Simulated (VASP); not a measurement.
# HfB (I4/mmm) in VASP: notebook

HfB is run at these levels: PBE; tasks: single point.

Program: VASP 6.6.1. These are calculated values, not measurements. Logs are shortened: lines on timing, memory, paths and dates and some standing lists are left out, and cuts for length are marked.

## Step 1: The cell of the first run

The structure is tetragonal, space group I4/mmm (No. 139). The conventional cell has a = 3.667 Å, b = 3.667 Å, c = 3.667 Å, α = 90.00°, β = 90.00°, γ = 90.00°. Hf (site symmetry 4/mmm) has 2 B at 1.83 Å within 2.4 Å. Within 2.4 Å of B (site symmetry 4/mmm) lie 2 Hf at 1.83 Å.

## Step 2: Single point, PBE

INCAR

```
SYSTEM = HfB
PREC     = Accurate       ! precision mode
ENCUT    = 520            ! plane-wave cutoff, eV
EDIFF    = 1E-6           ! SCF threshold, eV
ISMEAR   = 0              ! smearing method
SIGMA    = 0.15           ! smearing width, eV
LREAL    = .FALSE.        ! projectors in reciprocal space
LASPH    = .TRUE.         ! aspherical terms in the spheres
NELM     = 60             ! most SCF steps
ALGO     = Normal         ! electronic algorithm
ISIF     = 2              ! what is computed and relaxed
LWAVE    = .FALSE.        ! write WAVECAR
LCHARG   = .TRUE.         ! write CHGCAR
GGA      = PE             ! functional
LELF     = .TRUE.         ! ELF
LVHAR    = .TRUE.       
NBANDS   = 14             ! bands
```

KPOINTS

```
regular mesh
0
G
  20 20 20
  0 0 0
```

POSCAR

```
HfB
1.0
    0.0000000000      2.5930178633      1.8332636293
    2.5930178633      0.0000000000      1.8332636293
    2.5930178633      2.5930178633      0.0000000000
Hf B
1 1
Direct
    0.5000000000      0.5000000000      0.5000000000
    0.0000000000      0.0000000000      0.0000000000
```

Potentials or basis: VASP PAW PBE potentials, release 64 (Hf_pv, B).

Launch:

```console
> cat potpaw_PBE.64/Hf_pv/POTCAR potpaw_PBE.64/B/POTCAR > POTCAR
> mpirun -np 1 vasp_std > vasp.out
```

OUTCAR:

```text
SYSTEM = HfB
   PREC = Accurate
   ENCUT = 520
   EDIFF = 1E-6
   ISMEAR = 0
   LREAL = .FALSE.
   LASPH = .TRUE.
   NELM = 60
   ISIF = 2
   GGA = PE

 ion  position               nearest neighbor table
   1  0.500  0.500  0.500-   2 1.83   2 1.83   2 2.59   2 2.59   2 2.59   2 2.59
   2  0.000  0.000  0.000-   1 1.83   1 1.83   1 2.59   1 2.59   1 2.59   1 2.59

  LATTYP: Found a body centered tetragonal cell.
 ALAT       =     3.6670810298
 C/A-ratio  =     0.9998489886

  Lattice vectors:

 A1 = (   0.0000000000,  -2.5930178633,  -1.8332636293)
 A2 = (   0.0000000000,   2.5930178633,  -1.8332636293)
 A3 = (   2.5930178633,   0.0000000000,   1.8332636293)

Analysis of symmetry for initial positions (statically):
=====================================================================
 Subroutine PRICEL returns:
 Original cell was already a primitive cell.

 Routine SETGRP: Setting up the symmetry group for a
 body centered tetragonal supercell.

 Subroutine GETGRP returns: Found 16 space group operations
 (whereof 16 operations were pure point group operations)
 out of a pool of 16 trial point group operations.

The static configuration has the point symmetry D_4h.

Analysis of symmetry for dynamics (positions and initial velocities):
=====================================================================
 Subroutine PRICEL returns:
 Original cell was already a primitive cell.

 Routine SETGRP: Setting up the symmetry group for a
 body centered tetragonal supercell.

 Subroutine GETGRP returns: Found 16 space group operations
 (whereof 16 operations were pure point group operations)
 out of a pool of 16 trial point group operations.

The dynamic configuration has the point symmetry D_4h.

 Subroutine INISYM returns: Found 16 space group operations
 (whereof 16 operations are pure point group operations),
 and found     1 'primitive' translations

----------------------------------------------------------------------------------------

                                     Primitive cell

  volume of cell :      24.6528

  direct lattice vectors                    reciprocal lattice vectors
     0.000000000  2.593017863  1.833263629    -0.192825513  0.192825513  0.272737642
     2.593017863  0.000000000  1.833263629     0.192825513 -0.192825513  0.272737642
     2.593017863  2.593017863  0.000000000     0.192825513  0.192825513 -0.272737642

  length of vectors
     3.175625478  3.175625478  3.667081030     0.385680151  0.385680151  0.385680151

  position of ions in fractional coordinates (direct lattice)
     0.500000000  0.500000000  0.500000000
     0.000000000  0.000000000  0.000000000

[... 83 lines left out ...]
   ISYM   =      2    0-nonsym 1-usesym 2-fastsym
   POTIM  = 0.5000    time-step for ionic-motion
   TEBEG  =    0.0;   TEEND  =   0.0 temperature during run
   PSTRESS=    0.0 pullay stress
   NELECT =      13.0000    total number of electrons
   NUPDOWN=      -1.0000    fix difference up-down
   EMIN   =  10.00;   EMAX   =-10.00  energy-range for DOS
   EFERMI =   0.00;   METHOD = LEGACY
   ISMEAR =     0;   SIGMA  =   0.15  broadening in eV -4-tet -1-fermi 0-gaus
   EFERMI_NEDOS =   21; number of points for ismear=-14 and -15
   IALGO  =     38    algorithm
   IMIX   =      4    mixing-type and parameters
     AMIX     =   0.40;   BMIX     =  1.00
     AMIX_MAG =   1.60;   BMIX_MAG =  1.00
  volume/ion in A,a.u.               =      12.33        83.18
  Fermi-wavevector in a.u.,A,eV,Ry     =   1.322617  2.499383 23.800871  1.749315
  Thomas-Fermi vector in A             =   2.452285
   LORBIT       =      0    0 simple, 1 ext, 2 COOP (PROOUT), +10 PAW based schemes
   GGA     = PE    functional components
   LHFCALC =     F    Hartree Fock is set to
   AEXX    =    0.0000 exact exchange contribution
   IVDW    =     0    specifies the selected vdW correction
   LEPSILON=     F    determine dielectric tensor
   LRPA    =     F    only Hartree local field effects (RPA)
 non-spin polarized calculation
 Gauss-broadening in eV      SIGMA  =   0.15
  energy-cutoff  :      520.00
  volume of cell :       24.65
 maximum number of plane-waves:       682
   NGX = 11   NGY = 11   NGZ = 13

 number of electron      12.9999999 magnetization

 Free energy of the ion-electron system (eV)
  ---------------------------------------------------
  ext. energy  EPLUGINS =         0.00000000
  ---------------------------------------------------
  free energy    TOTEN  =       -13.94903361 eV

  energy without entropy =      -13.94361583  energy(sigma->0) =      -13.94632472

 E-fermi :   5.9600     XC(G=0): -12.1232

 val. band max:        5.9497271057   @ k =  -0.1500   0.3000   0.1500
 cond. band min:       5.9617841074   @ k =  -0.4500   0.3000   0.1000
 fundamental gap:      0.0120570017
 Fermi energy:         5.9600382160

 k-point     1 :       0.0000    0.0000    0.0000
  band No.  band energies     occupation
      1     -24.1748      2.00000
      2     -23.3111      2.00000
      3     -23.3111      2.00000
      4      -4.2445      2.00000
      5       6.6372      0.00000
      6       6.6372      0.00000
      7       6.9934      0.00000
      8       7.2100      0.00000
      9       8.2614      0.00000
     10       8.2614      0.00000
     11      10.2140      0.00000
     12      13.0717      0.00000
     13      18.2796      0.00000
     14      20.1745      0.00000
[... 377 lines left out ...]
      1     -24.4705      2.00000
      2     -23.5151      2.00000
      3     -23.4995      2.00000
      4      -1.1857      2.00000
      5       2.0877      2.00000
      6       2.9467      2.00000
      7       5.5619      1.99983
      8      10.2051      0.00000
      9      10.6402      0.00000
     10      11.8876      0.00000
     11      15.6067      0.00000
     12      15.6968      0.00000
     13      16.0874      0.00000
     14      20.1837      0.00000

 [... further k-points ...]
[... 5 lines left out ...]
  --------------------------------------------------------------------------------------
  -------------------------------------------------------------------------------------
  Total       -0.7616468     -0.7616468     29.9343163      0.0000000     -0.0000000     -0.0000000
  in kB      -49.4992107    -49.4992107   1945.4227506      0.0000000     -0.0000000     -0.0000000
  external PRESSURE =     615.4747764 kB  Pullay stress =       0.0000000 kB

 VOLUME and BASIS-vectors are now :
 -----------------------------------------------------------------------------
  energy-cutoff  :      520.00
  volume of cell :       24.65
      direct lattice vectors                 reciprocal lattice vectors
     0.000000000  2.593017863  1.833263629    -0.192825513  0.192825513  0.272737642
     2.593017863  0.000000000  1.833263629     0.192825513 -0.192825513  0.272737642
     2.593017863  2.593017863  0.000000000     0.192825513  0.192825513 -0.272737642

 POSITION                                       TOTAL-FORCE (eV/Angst)
 -----------------------------------------------------------------------------------
      2.59302      2.59302      1.83326        -0.000000      0.000000      0.000000
      0.00000      0.00000      0.00000         0.000000     -0.000000     -0.000000
 -----------------------------------------------------------------------------------
    total drift:                                0.000000     -0.000000      0.000000

  FREE ENERGIE OF THE ION-ELECTRON SYSTEM (eV)
  ---------------------------------------------------
  free  energy   TOTEN  =       -13.9490336089 eV

  energy  without entropy=      -13.9436158320  energy(sigma->0) =      -13.94632472
```

Wall time 75 s (1 thread of Intel Xeon 6975P-C (Granite Rapids), shared host); peak memory 0.33 GiB.

Results:

| Item | Value |
| --- | --- |
| Free energy | -13.9490 eV |
| Pressure | 61.5 GPa |

Caveat: spin-orbit coupling is left out, which moves the levels of the heavy elements.

## Step 3: Single point, PBE

This run uses another cell than the first one, of the same volume but with other edges.

INCAR

```
SYSTEM = HfB
PREC = Accurate
ENCUT = 520
EDIFF = 1E-6
ISMEAR = 0
SIGMA = 0.15
LREAL = .FALSE.
LASPH = .TRUE.
NELM = 100
ALGO = Normal
ISIF = 2
LWAVE = .FALSE.
LCHARG = .FALSE.
GGA = PE
NBANDS = 14
```

KPOINTS

```
Automatic mesh
0
G
  20 20 20
  0 0 0
```

POSCAR

```
HfB
1.0
    0.0000000000      2.0580796420      2.9101246137
    2.0580796420      0.0000000000      2.9101246137
    2.0580796420      2.0580796420      0.0000000000
Hf B
1 1
Direct
    0.5000000000      0.5000000000      0.5000000000
    0.0000000000      0.0000000000      0.0000000000
```

Potentials or basis: VASP PAW PBE potentials, release 64 (Hf_pv, B).

Launch:

```console
> cat potpaw_PBE.64/Hf_pv/POTCAR potpaw_PBE.64/B/POTCAR > POTCAR
> mpirun -np 1 vasp_std > vasp.out
```

It took 1.8 min on 1 thread of Intel Xeon 6975P-C (Granite Rapids), shared host; peak memory 0.35 GiB.

The run converged. Its results:

```yaml
Free_energy: -14.4148 eV
Pressure: 66.1 GPa
```

Stress tensor (GPa, compression positive):
```
112.16   0.00   0.00
  0.00 112.16   0.00
  0.00   0.00 -25.96
```

Levels at points of the mesh, in eV from the Fermi level:
```
           k point  band 4  band 5  band 6  band 7  band 8  band 9  band 10  band 11
(0.00, 0.00, 0.00)   -9.74   -0.46    0.09    2.30    3.92    3.92     4.74     4.74
(0.50, 0.00, 0.00)   -5.27   -3.37   -3.00   -1.83    5.92    6.33     6.97     9.12
(0.50, 0.50, 0.00)   -8.00   -2.92   -1.37    4.13    4.13    6.41     6.99     6.99
(0.50, 0.00, 0.50)   -7.20   -1.00    0.94    1.42    2.78    4.10     4.54    10.29
```

Caveat: spin-orbit coupling is left out, which moves the levels of the heavy elements.

## Step 4: Single point, PBE

This run uses another cell than the first one, of the same volume but with other edges.

INCAR

```
PREC     = Accurate       # precision mode
ENCUT    = 520            # plane-wave cutoff, eV
EDIFF    = 1E-6           # SCF threshold, eV
ISMEAR   = 0              # smearing method
SIGMA    = 0.15           # smearing width, eV
LREAL    = F              # projectors in reciprocal space
LASPH    = T              # aspherical terms in the spheres
NELM     = 60             # most SCF steps
ALGO     = Normal         # electronic algorithm
ISIF     = 2              # what is computed and relaxed
LWAVE    = F              # write WAVECAR
LCHARG   = F              # write CHGCAR
GGA      = PE             # functional
NBANDS   = 14             # bands
```

KPOINTS

```
Automatic mesh
0
Gamma
  20 20 20
```

POSCAR

```
HfB
1.0
    0.0000000000      2.4385912135      2.0728025314
    2.4385912135      0.0000000000      2.0728025314
    2.4385912135      2.4385912135      0.0000000000
Hf B
1 1
Direct
    0.5000000000      0.5000000000      0.5000000000
    0.0000000000      0.0000000000      0.0000000000
```

Potentials or basis: VASP PAW PBE potentials, release 64 (Hf_pv, B).

Launch:

```console
> cat potpaw_PBE.64/Hf_pv/POTCAR potpaw_PBE.64/B/POTCAR > POTCAR
> mpirun -np 1 vasp_std > vasp.out
```

OUTCAR:

```text
PREC = Accurate
   ENCUT = 520
   EDIFF = 1E-6
   ISMEAR = 0
   LREAL = F
   LASPH = T
   NELM = 60
   ISIF = 2
   GGA = PE

 ion  position               nearest neighbor table
   1  0.500  0.500  0.500-   2 2.07   2 2.07   2 2.44   2 2.44   2 2.44   2 2.44
   2  0.000  0.000  0.000-   1 2.07   1 2.07   1 2.44   1 2.44   1 2.44   1 2.44

  LATTYP: Found a body centered tetragonal cell.
 ALAT       =     3.4486887672
 C/A-ratio  =     1.2020815280

  Lattice vectors:

 A1 = (   0.0000000000,  -2.4385912135,  -2.0728025314)
 A2 = (   0.0000000000,   2.4385912135,  -2.0728025314)
 A3 = (   2.4385912135,   0.0000000000,   2.0728025314)

Analysis of symmetry for initial positions (statically):
=====================================================================
 Subroutine PRICEL returns:
 Original cell was already a primitive cell.

 Routine SETGRP: Setting up the symmetry group for a
 body centered tetragonal supercell.

 Subroutine GETGRP returns: Found 16 space group operations
 (whereof 16 operations were pure point group operations)
 out of a pool of 16 trial point group operations.

The static configuration has the point symmetry D_4h.

[... 167 lines left out ...]
 k-point     1 :       0.0000    0.0000    0.0000
  band No.  band energies     occupation
      1     -23.3685      2.00000
      2     -23.1667      2.00000
      3     -23.1667      2.00000
      4      -4.4134      2.00000
      5       6.8110      0.00000
      6       6.8110      0.00000
      7       8.2821      0.00000
      8       8.6877      0.00000
      9       8.6877      0.00000
     10       8.7143      0.00000
     11       9.1827      0.00000
     12      10.2533      0.00000
     13      17.1093      0.00000
     14      19.8599      0.00000
[... 377 lines left out ...]
      1     -23.8690      2.00000
      2     -23.3014      2.00000
      3     -23.2823      2.00000
      4      -1.3435      2.00000
      5       2.4301      2.00000
      6       3.6993      2.00000
      7       4.7605      2.00000
      8      10.5308      0.00000
      9      10.6022      0.00000
     10      11.2774      0.00000
     11      15.7259      0.00000
     12      16.6985      0.00000
     13      17.8363      0.00000
     14      20.3041      0.00000

 [... further k-points ...]
[... 5 lines left out ...]
  --------------------------------------------------------------------------------------
  -------------------------------------------------------------------------------------
  Total        1.6426405      1.6426405     13.7980063      0.0000000      0.0000000     -0.0000000
  in kB      106.7547429    106.7547429    896.7285275      0.0000000      0.0000000     -0.0000000
  external PRESSURE =     370.0793378 kB  Pullay stress =       0.0000000 kB

 VOLUME and BASIS-vectors are now :
 -----------------------------------------------------------------------------
  energy-cutoff  :      520.00
  volume of cell :       24.65
      direct lattice vectors                 reciprocal lattice vectors
     0.000000000  2.438591214  2.072802531    -0.205036415  0.205036415  0.241219312
     2.438591214  0.000000000  2.072802531     0.205036415 -0.205036415  0.241219312
     2.438591214  2.438591214  0.000000000     0.205036415  0.205036415 -0.241219312

 POSITION                                       TOTAL-FORCE (eV/Angst)
 -----------------------------------------------------------------------------------
      2.43859      2.43859      2.07280        -0.000000      0.000000      0.000000
      0.00000      0.00000      0.00000         0.000000     -0.000000     -0.000000
 -----------------------------------------------------------------------------------
    total drift:                                0.000000     -0.000000      0.000000

  FREE ENERGIE OF THE ION-ELECTRON SYSTEM (eV)
  ---------------------------------------------------
  free  energy   TOTEN  =       -16.4498409976 eV

  energy  without entropy=      -16.4349467697  energy(sigma->0) =      -16.44239388
```

OSZICAR:

```text
N       E                     dE             d eps       ncg     rms          rms(c)
DAV:   1     0.237424184928E+02    0.23742E+02   -0.70110E+03 17988   0.873E+02
DAV:   2    -0.172343961990E+02   -0.40977E+02   -0.38879E+02 22810   0.196E+02
DAV:   3    -0.182680013525E+02   -0.10336E+01   -0.10280E+01 22136   0.215E+01
DAV:   4    -0.182715463037E+02   -0.35450E-02   -0.35447E-02 21016   0.155E+00
DAV:   5    -0.182715652855E+02   -0.18982E-04   -0.18981E-04 22622   0.101E-01    0.645E+01
DAV:   6    -0.165148778479E+02    0.17567E+01   -0.31813E+00 21350   0.105E+01    0.411E+01
DAV:   7    -0.164780174174E+02    0.36860E-01   -0.77036E-01 24310   0.549E+00    0.107E+01
DAV:   8    -0.164496620345E+02    0.28355E-01   -0.83413E-02 20370   0.179E+00    0.102E+00
DAV:   9    -0.164498440803E+02   -0.18205E-03   -0.40865E-03 23450   0.447E-01    0.274E-01
DAV:  10    -0.164498434672E+02    0.61309E-06   -0.99958E-05 20090   0.691E-02    0.493E-02
DAV:  11    -0.164498411228E+02    0.23444E-05   -0.91688E-06 22490   0.193E-02    0.133E-02
DAV:  12    -0.164498409976E+02    0.12526E-06   -0.50723E-07 15758   0.528E-03
   1 F= -.16449841E+02 E0= -.16442394E+02  d E =-.148942E-01
```

It took 72 s on 1 thread of Intel Xeon 6975P-C (Granite Rapids), shared host; peak memory 0.34 GiB.

Results:

| Quantity | Value |
| --- | --- |
| Free energy | -16.4498 eV |
| Pressure | 37.0 GPa |

Levels at points of the mesh, in eV from the Fermi level:
```tsv
k point	band 3	band 4	band 5	band 6	band 7	band 8	band 9	band 10	band 11	band 12
(0.00, 0.00, 0.00)	-28.49	-9.74	1.49	1.49	2.96	3.36	3.36	3.39	3.86	4.93
(0.50, 0.00, 0.00)	-28.58	-5.19	-4.00	-2.04	-1.60	5.59	7.26	7.98	8.09	12.68
(0.50, 0.50, 0.00)	-28.88	-6.79	-1.51	0.66	1.38	1.38	6.40	7.34	7.34	9.71
(0.50, 0.00, 0.50)	-28.59	-7.13	-1.68	-1.08	2.24	3.47	5.09	6.77	8.07	9.33
```

Caveat: spin-orbit coupling is left out, which moves the levels of the heavy elements.

## Step 5: Summary

```tsv
cell	gap on the mesh (eV)	pressure (GPa)
a = 3.176, b = 3.176, c = 3.667 Å, angles 54.7, 54.7, 70.5°, 2 atoms	none	61.5
a = 3.564, b = 3.564, c = 2.911 Å, angles 65.9, 65.9, 48.2°, 2 atoms	none	66.1
a = 3.201, b = 3.201, c = 3.449 Å, angles 57.4, 57.4, 65.2°, 2 atoms	none	37.0
```

Alike in all rows: task single point; level PBE; potentials or basis VASP PAW PBE potentials, release 64 (Hf_pv, B); no spin polarisation; k mesh 20 × 20 × 20; cutoff (eV) 520; smearing gaussian 0.15 eV.

Caveats: spin-orbit coupling is left out, which moves the levels of the heavy elements.

Total energies depend on the potentials used, so only differences within one code and one set of settings carry meaning.
